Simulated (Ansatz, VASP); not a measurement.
Two plane-wave programs on CsH

POSCAR

```
CsH
1.0
    0.0000000000      3.0604800000      2.9329600000
    3.0604800000      0.0000000000      2.9329600000
    3.0604800000      3.0604800000      0.0000000000
Cs H
1 1
Direct
    0.0000000000      0.0000000000      0.0000000000
    0.5000000000      0.5000000000      0.5000000000
```

The input INCAR.step1:

```
SYSTEM = CsH
PREC = Accurate
ENCUT = 520
ISMEAR = 0
SIGMA = 0.05
LREAL = .False.
LASPH = .True.
NELM = 100
NBANDS = 12
GGA = PE
ALGO = Normal
EDIFF = 1E-4
LWAVE = .True.
LCHARG = .False.
```

Contents of INCAR.step2:

```
SYSTEM = CsH
PREC = Accurate
ENCUT = 520
EDIFF = 1E-6
ISMEAR = 0
SIGMA = 0.05
LREAL = .False.
LASPH = .True.
NELM = 100
ALGO = Normal
ISIF = 2
LWAVE = .False.
LCHARG = .False.
METAGGA = R2SCAN
LMIXTAU = .True.
NBANDS = 12
ISTART = 1
```

File KPOINTS:

```
Automatic mesh
0
Gamma
  6 6 6
  0 0 0
```

Input for Ansatz:

```yaml
crystal:
  lattice:
    - [0.0, 3.06048, 2.93296]
    - [3.06048, 0.0, 2.93296]
    - [3.06048, 3.06048, 0.0]
  atoms:
    - { symbol: Cs, position: [0.0, 0.0, 0.0] }
    - { symbol: H, position: [0.5, 0.5, 0.5] }
basis:
  ecutwfc: 500
kpoints:
  mp_grid: { grid: [6, 6, 6] }
hamiltonian:
  xc: r2scan
scf:
  occupations: { method: gaussian, width: 0.05 }
output:
  forces: true
  stress: true
  eigenvalues: true
```

Change from the starting cell: strain -0.040 along x and y, -0.080 along z, atoms carried along.

Alike in both runs: task single point; functional r2SCAN; k mesh 6 × 6 × 6; occupations gaussian, width 0.05 eV; no spin polarisation.

|  | VASP | Ansatz |
| --- | --- | --- |
| version | VASP 6.6.1 | Ansatz 0.2.0 |
| potentials or method | VASP PAW PBE potentials, release 64 (Cs_sv, H), cutoff 520 eV | scalar-relativistic, plane waves, PAW |
| valence electrons in the cell | 10 | 10 |

```tsv
	VASP	Ansatz	Ansatz less VASP
gap on the k mesh at the Fermi level (eV)	2.41	2.44	+0.028
least direct gap on the mesh (eV)	2.41	2.44	+0.028
pressure (GPa)	2.4	2.3	-0.09
traceless stress, the component that is largest in VASP (GPa)	1.32	1.29	-0.027
```

VASP's potentials were made for PBE, not for r2SCAN.

Neither program's run includes spin-orbit coupling.
